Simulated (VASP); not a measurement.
# PtSe (P-6m2) in VASP: a series of runs

Aim: see how the results for PtSe move with the level of theory and the settings. Levels: PBE-based screened hybrid with 5 % exact exchange, PBE-based screened hybrid with 10 % exact exchange, PBE-based screened hybrid with 15 % exact exchange, BLYP, r2SCAN, PBE. Tasks: single point, relaxation of cell and atoms.

Everything below comes from runs of VASP 6.6.1. Logs are shortened: lines on timing, memory, paths and dates and some standing lists are left out, and cuts for length are marked.

### 1 The cell of the first run

It takes space group P-6m2 (No. 187, hexagonal). Conventional cell: a = 3.702 Å, b = 3.702 Å, c = 3.613 Å, α = 90.00°, β = 90.00°, γ = 120.00°. Within 3.8 Å of Pt (site symmetry -6m2) lie 6 Se at 2.80 Å and 8 Pt at 3.61 to 3.70 Å. Se (site symmetry -6m2) has 6 Pt at 2.80 Å and 8 Se at 3.61 to 3.70 Å within 3.8 Å.

### 2 Single point, PBE-based screened hybrid with 5 % exact exchange

POSCAR

```
PtSe
1.0
    3.7018703300      0.0000000000      0.0000000000
   -1.8509351600      3.2059137500      0.0000000000
    0.0000000000      0.0000000000      3.6128420300
Pt Se
1 1
Direct
    0.0000000000      0.0000000000      0.0000000000
    0.6666666667      0.3333333333      0.5000000000
```

INCAR.step1

```
PREC = Accurate
ENCUT = 400
EDIFF = 1E-5
ISMEAR = -1
SIGMA = 0.05
LREAL = False
LASPH = True
NELM = 120
ALGO = Normal
ISIF = 2
LWAVE = True
LCHARG = False
NBANDS = 15
GGA = PE
GGA_COMPAT = False
```

INCAR.step2

```
PREC = Accurate
ENCUT = 400
EDIFF = 1E-6
ISMEAR = -1
SIGMA = 0.05
LREAL = False
LASPH = True
NELM = 120
ALGO = Normal
ISIF = 2
LWAVE = False
LCHARG = False
GGA = PE
LHFCALC = True
AEXX = 0.05
HFSCREEN = 0.2
PRECFOCK = Normal
NBANDS = 15
ISTART = 1
GGA_COMPAT = False
```

KPOINTS

```
Automatic mesh
0
Gamma
  4 4 4
```

Potentials or basis: VASP PAW PBE potentials, release 64 (Pt, Se).

Command:

```bash
cat potpaw_PBE.64/Pt/POTCAR potpaw_PBE.64/Se/POTCAR > POTCAR
cp INCAR.step1 INCAR
mpirun -np 1 vasp_std > vasp.out
cp INCAR.step2 INCAR
mpirun -np 1 vasp_std > vasp.out
```

OUTCAR:

```text
PREC = Accurate
   ENCUT = 400
   EDIFF = 1E-6
   ISMEAR = -1
   LREAL = False
   LASPH = True
   NELM = 120
   ISIF = 2
   GGA = PE
   LHFCALC = True
   AEXX = 0.05
   HFSCREEN = 0.2
   PRECFOCK = Normal
   ISTART = 1

 ion  position               nearest neighbor table
   1  0.000  0.000  0.000-   2 2.80   2 2.80   2 2.80   2 2.80   2 2.80   2 2.80
   2  0.667  0.333  0.500-   1 2.80   1 2.80   1 2.80   1 2.80   1 2.80   1 2.80

  LATTYP: Found a hexagonal cell.
 ALAT       =     3.7018703300
 C/A-ratio  =     0.9759504542

  Lattice vectors:

 A1 = (   3.7018703300,   0.0000000000,   0.0000000000)
 A2 = (  -1.8509351600,   3.2059137500,   0.0000000000)
 A3 = (   0.0000000000,   0.0000000000,   3.6128420300)

Analysis of symmetry for initial positions (statically):
=====================================================================
 Subroutine PRICEL returns:
 Original cell was already a primitive cell.

 Routine SETGRP: Setting up the symmetry group for a
 hexagonal supercell.

 Subroutine GETGRP returns: Found 12 space group operations
 (whereof 12 operations were pure point group operations)
 out of a pool of 24 trial point group operations.

The static configuration has the point symmetry D_3h.

Analysis of symmetry for dynamics (positions and initial velocities):
=====================================================================
 Subroutine PRICEL returns:
 Original cell was already a primitive cell.

 Routine SETGRP: Setting up the symmetry group for a
 hexagonal supercell.

 Subroutine GETGRP returns: Found 12 space group operations
 (whereof 12 operations were pure point group operations)
 out of a pool of 24 trial point group operations.

The dynamic configuration has the point symmetry D_3h.

 Subroutine INISYM returns: Found 12 space group operations
 (whereof 12 operations are pure point group operations),
 and found     1 'primitive' translations

----------------------------------------------------------------------------------------

                                     Primitive cell

  volume of cell :      42.8768

  direct lattice vectors                    reciprocal lattice vectors
     3.701870330  0.000000000  0.000000000     0.270133719  0.155961775  0.000000000
    -1.850935160  3.205913750  0.000000000     0.000000000  0.311923551  0.000000000
     0.000000000  0.000000000  3.612842030     0.000000000  0.000000000  0.276790403

  length of vectors
     3.701870330  3.701870330  3.612842030     0.311923551  0.311923551  0.276790403

  position of ions in fractional coordinates (direct lattice)
     0.000000000  0.000000000  0.000000000
     0.666666667  0.333333333  0.500000000

  ion indices of the primitive-cell ions
   primitive index   ion index
                 1           1
                 2           2

----------------------------------------------------------------------------------------

 KPOINTS: Automatic mesh

Automatic generation of k-mesh.
 Grid dimensions read from file:
 generate k-points for:    4    4    4

 Generating k-lattice:

  Cartesian coordinates                     Fractional coordinates (reciprocal lattice)
     0.067533430  0.038990444  0.000000000     0.250000000  0.000000000  0.000000000
     0.000000000  0.077980888  0.000000000     0.000000000  0.250000000  0.000000000
     0.000000000  0.000000000  0.069197601     0.000000000  0.000000000  0.250000000

  Length of vectors
     0.077980888  0.077980888  0.069197601

  Shift w.r.t. Gamma in fractional coordinates (k-lattice)
     0.000000000  0.000000000  0.000000000

 Subroutine IBZKPT returns following result:
 ===========================================

 Found     12 irreducible k-points:

 Following reciprocal coordinates:
            Coordinates               Weight
  0.000000  0.000000  0.000000      1.000000
  0.250000 -0.000000  0.000000      6.000000
  0.500000 -0.000000  0.000000      3.000000
  0.250000  0.250000  0.000000      6.000000
  0.000000  0.000000  0.250000      2.000000
  0.250000 -0.000000  0.250000     12.000000
  0.500000 -0.000000  0.250000      6.000000
  0.250000  0.250000  0.250000     12.000000
  0.000000  0.000000  0.500000      1.000000
  0.250000 -0.000000  0.500000      6.000000
  0.500000 -0.000000  0.500000      3.000000
  0.250000  0.250000  0.500000      6.000000
   k-points           NKPTS =     12   k-points in BZ     NKDIM =     64   number of bands    NBANDS=     15
   number of dos      NEDOS =    301   number of ions     NIONS =      2
   total plane-waves  NPLWV =  13824
   dimension x,y,z NGX =    24 NGY =   24 NGZ =   24
   dimension x,y,z NGXF=    48 NGYF=   48 NGZF=   48
   ions per type =               1   1
   NGX,Y,Z   is equivalent  to a cutoff of  10.78, 10.78, 11.04 a.u.
   NGXF,Y,Z  is equivalent  to a cutoff of  21.56, 21.56, 22.09 a.u.
 SYSTEM =  unknown system
   PREC   = accura    normal or accurate (medium, high low for compatibility)
   ISTART =      1    job   : 0-new  1-cont  2-samecut
   ICHARG =      0    charge: 1-file 2-atom 10-const
   ISPIN  =      1    spin polarized calculation?
   LNONCOLLINEAR =      F non collinear calculations
   LSORBIT =      F    spin-orbit coupling
   LASPH  =      T    aspherical Exc in radial PAW
   ENCUT  =  400.0 eV  29.40 Ry    5.42 a.u.   6.04  6.04  5.89*2*pi/ulx,y,z
   NELM   =    120;   NELMIN=  2; NELMDL=  0     # of ELM steps
   EDIFF  = 0.1E-05   stopping-criterion for ELM
   LREAL  =      F    real-space projection
   EDIFFG = 0.1E-04   stopping-criterion for IOM
   NSW    =      0    number of steps for IOM
   IBRION =     -1    ionic relax: 0-MD 1-quasi-New 2-CG
   NFREE  =      0    steps in history (QN), initial steepest desc. (CG)
   ISIF   =      2    stress and relaxation
   ISYM   =      3    0-nonsym 1-usesym 2-fastsym
   POTIM  = 0.5000    time-step for ionic-motion
   TEBEG  =    0.0;   TEEND  =   0.0 temperature during run
   PSTRESS=    0.0 pullay stress
   NELECT =      16.0000    total number of electrons
   NUPDOWN=      -1.0000    fix difference up-down
   EMIN   =  10.00;   EMAX   =-10.00  energy-range for DOS
   EFERMI =   0.00;   METHOD = LEGACY
   ISMEAR =    -1;   SIGMA  =   0.05  broadening in eV -4-tet -1-fermi 0-gaus
   EFERMI_NEDOS =   21; number of points for ismear=-14 and -15
   IALGO  =     38    algorithm
   IMIX   =      1    mixing-type and parameters
     AMIX     =   0.40;   BMIX     =  1.00
     AMIX_MAG =   1.60;   BMIX_MAG =  1.00
  volume/ion in A,a.u.               =      21.44       144.67
  Fermi-wavevector in a.u.,A,eV,Ry     =   1.178621  2.227271 18.900497  1.389147
  Thomas-Fermi vector in A             =   2.314947
   LORBIT       =      0    0 simple, 1 ext, 2 COOP (PROOUT), +10 PAW based schemes
   GGA     = PE    functional components
   LHFCALC =     T    Hartree Fock is set to
   PRECFOCK=normal    Normal, Fast or Accurate (Low or Medium for compatibility)
   ENCUT4O =  -1.0   cutoff for four orbital integrals eV
   NKREDX  =     1    reduce k-point grid by
   NKREDY  =     1    reduce k-point grid by
   NKREDZ  =     1    reduce k-point grid by
   AEXX    =    0.0500 exact exchange contribution
   HFSCREEN=    0.2000 screening length (either q_TF or 0.3 A-1)
   HFSCREENC=   0.2000 screening length for correlation (either q_TF or 0.3 A-1)
   ENCUTFOCK=  -1.0 apply spherical cutoff to Coloumb kernel
   IVDW    =     0    specifies the selected vdW correction
   LEPSILON=     F    determine dielectric tensor
   LRPA    =     F    only Hartree local field effects (RPA)
 non-spin polarized calculation
  energy-cutoff  :      400.00
  volume of cell :       42.88
 maximum number of plane-waves:       792
  NGX = 20; NGY = 20; NGZ = 18

 number of electron      16.0000001 magnetization

 Free energy of the ion-electron system (eV)
  ---------------------------------------------------
  ext. energy  EPLUGINS =         0.00000000
  ---------------------------------------------------
  free energy    TOTEN  =        -9.29452729 eV

  energy without entropy =       -9.28301355  energy(sigma->0) =       -9.28877042

 E-fermi :   5.6888     XC(G=0): -10.3750

 val. band max:        5.6779333141   @ k =   0.0000   0.0000   0.0000
 cond. band min:       5.6938632440   @ k =   0.2500  -0.0000   0.0000
 fundamental gap:      0.0159299299
 Fermi energy:         5.6888329725

 k-point     1 :       0.0000    0.0000    0.0000
  band No.  band energies     occupation
      1      -9.1206      2.00000
      2       1.9460      2.00000
      3       1.9460      2.00000
      4       2.1036      2.00000
      5       3.5822      2.00000
      6       3.5822      2.00000
      7       3.5852      2.00000
      8       5.6779      1.10857
      9       6.2715      0.00002
     10       6.2715      0.00002
     11      13.1845      0.00000
     12      13.5774      0.00000
     13      13.5774      0.00000
     14      18.5888      0.00000
     15      19.0436      0.00000

 k-point     2 :       0.2500   -0.0000    0.0000
  band No.  band energies     occupation
      1      -8.6547      2.00000
      2       0.4334      2.00000
      3       2.0905      2.00000
      4       2.3494      2.00000
      5       2.4542      2.00000
      6       3.4951      2.00000
      7       4.2402      2.00000
      8       5.3720      1.99646
      9       5.6939      0.94974
     10       8.0990      0.00000
     11      12.4898      0.00000
     12      14.2192      0.00000
     13      15.6393      0.00000
     14      15.7489      0.00000
     15      20.3211      0.00000
[... 149 lines left out ...]
      3       0.5554      2.00000
      4       1.2259      2.00000
      5       3.8285      2.00000
      6       4.0344      2.00000
      7       4.2483      2.00000
      8       4.7586      2.00000
      9       6.0083      0.00335
     10       7.3127      0.00000
     11      11.4045      0.00000
     12      12.4872      0.00000
     13      14.2659      0.00000
     14      18.8987      0.00000
     15      21.7069      0.00000

 k-point    12 :       0.2500    0.2500    0.5000
  band No.  band energies     occupation
      1      -7.6909      2.00000
      2       0.1087      2.00000
      3       0.3328      2.00000
      4       1.6837      2.00000
      5       3.1484      2.00000
      6       4.1180      2.00000
      7       4.3609      2.00000
      8       4.6053      2.00000
      9       7.0265      0.00000
     10       7.0312      0.00000
     11       9.8795      0.00000
     12      13.4381      0.00000
     13      15.7533      0.00000
     14      17.7065      0.00000
     15      21.3481      0.00000

------------------------ aborting loop because EDIFF is reached ----------------------------------------

  FORCE on cell =-STRESS in cart. coord.  units (eV):
  Direction    XX          YY          ZZ          XY          YZ          ZX
  --------------------------------------------------------------------------------------
  -------------------------------------------------------------------------------------
  Total       -2.8524005     -2.8524005     -4.2652329     -0.0000000      0.0000000      0.0000000
  in kB     -106.5857338   -106.5857340   -159.3790845     -0.0000002      0.0000000      0.0000000
  external PRESSURE =    -124.1835175 kB  Pullay stress =       0.0000000 kB

 VOLUME and BASIS-vectors are now :
 -----------------------------------------------------------------------------
  energy-cutoff  :      400.00
  volume of cell :       42.88
      direct lattice vectors                 reciprocal lattice vectors
     3.701870330  0.000000000  0.000000000     0.270133719  0.155961775  0.000000000
    -1.850935160  3.205913750  0.000000000     0.000000000  0.311923551  0.000000000
     0.000000000  0.000000000  3.612842030     0.000000000  0.000000000  0.276790403

 POSITION                                       TOTAL-FORCE (eV/Angst)
 -----------------------------------------------------------------------------------
      0.00000      0.00000      0.00000         0.000000      0.000000      0.000000
      1.85094      1.06864      1.80642        -0.000000      0.000000      0.000000
 -----------------------------------------------------------------------------------
    total drift:                               -0.000004      0.000000     -0.000001

  FREE ENERGIE OF THE ION-ELECTRON SYSTEM (eV)
  ---------------------------------------------------
  free  energy   TOTEN  =        -9.2945272877 eV

  energy  without entropy=       -9.2830135450  energy(sigma->0) =       -9.28877042
```

Wall time 2.6 min (1 thread of Intel Xeon 6975P-C (Granite Rapids), shared host); peak memory 0.25 GiB.

What came out:

```yaml
Free_energy: -9.2945 eV
Pressure: -12.4 GPa
Band_gap_on_the_k_mesh: zero (bands 8 and 9 overlap by 0.68 eV)
```

Levels at points of the mesh, in eV from the Fermi level:
```csv
k point,band 5,band 6,band 7,band 8,band 9,band 10,band 11,band 12
"(0.00, 0.00, 0.00)",-2.11,-2.11,-2.10,-0.01,0.58,0.58,7.50,7.89
"(0.50, 0.00, 0.00)",-2.73,-2.28,-1.41,-1.24,1.24,2.79,6.13,8.69
"(0.00, 0.00, 0.50)",-2.64,-2.64,-1.71,0.50,0.50,4.97,5.66,10.88
"(0.50, 0.00, 0.50)",-1.86,-1.65,-1.44,-0.93,0.32,1.62,5.72,6.80
```

Caveat: the k points lie up to 0.49 Å⁻¹ apart, too coarse for converged energies and pressures of a metal; the PAW data sets were made with another functional, which shifts forces and pressure a little; spin-orbit coupling is left out, which moves the levels of the heavy elements.

### 3 Single point, PBE-based screened hybrid with 10 % exact exchange

POSCAR is that of step 2.

INCAR.step1

```
SYSTEM = PtSe
PREC = Accurate
ENCUT = 400
EDIFF = 1E-5
ISMEAR = -1
SIGMA = 0.05
LREAL = .False.
LASPH = .True.
NELM = 120
ALGO = Normal
ISIF = 2
LWAVE = .True.
GGA = PE
NBANDS = 15
GGA_COMPAT = .False.
```

INCAR.step2

```
SYSTEM = PtSe
PREC = Accurate
ENCUT = 400
EDIFF = 1E-6
ISMEAR = -1
SIGMA = 0.05
LREAL = .False.
LASPH = .True.
NELM = 120
ALGO = Normal
ISIF = 2
LWAVE = .False.
LCHARG = .True.
GGA = PE
LHFCALC = .True.
AEXX = 0.1
HFSCREEN = 0.2
PRECFOCK = Normal
LELF = .True.
LVHAR = .True.
ISTART = 1
NBANDS = 15
GGA_COMPAT = .False.
```

KPOINTS

```
regular mesh
0
Gamma
  4 4 4
  0 0 0
```

Potentials or basis: VASP PAW PBE potentials, release 64 (Pt, Se).

Command:

```bash
cat potpaw_PBE.64/Pt/POTCAR potpaw_PBE.64/Se/POTCAR > POTCAR
cp INCAR.step1 INCAR
mpirun -np 1 vasp_std > vasp.out
cp INCAR.step2 INCAR
mpirun -np 1 vasp_std > vasp.out
```

Wall time 3.2 min (1 thread of Intel Xeon 6975P-C (Granite Rapids), shared host); peak memory 0.26 GiB.

It converged, with:

```yaml
Free_energy: -9.6149 eV
Pressure: -13.3 GPa
Band_gap_on_the_k_mesh: zero (bands 8 and 9 overlap by 0.71 eV)
```

Stress tensor (GPa, compression positive):
```
-11.56   0.00   0.00
  0.00 -11.56   0.00
  0.00   0.00 -16.92
```

Levels at points of the mesh, in eV from the Fermi level:
```
           k point  band 5  band 6  band 7  band 8  band 9  band 10  band 11  band 12
(0.00, 0.00, 0.00)   -2.20   -2.20   -2.18    0.10    0.57     0.57     7.61     8.03
(0.50, 0.00, 0.00)   -2.85   -2.38   -1.56   -1.34    1.28     2.90     6.29     8.85
(0.00, 0.00, 0.50)   -2.80   -2.80   -1.88    0.52    0.52     5.08     5.85    11.09
(0.50, 0.00, 0.50)   -1.99   -1.79   -1.58   -0.98    0.41     1.68     5.83     6.94
```

Caveat: the k points lie up to 0.49 Å⁻¹ apart, too coarse for converged energies and pressures of a metal; the PAW data sets were made with another functional, which shifts forces and pressure a little; spin-orbit coupling is left out, which moves the levels of the heavy elements.

(Part 1 of 3 ends here.)
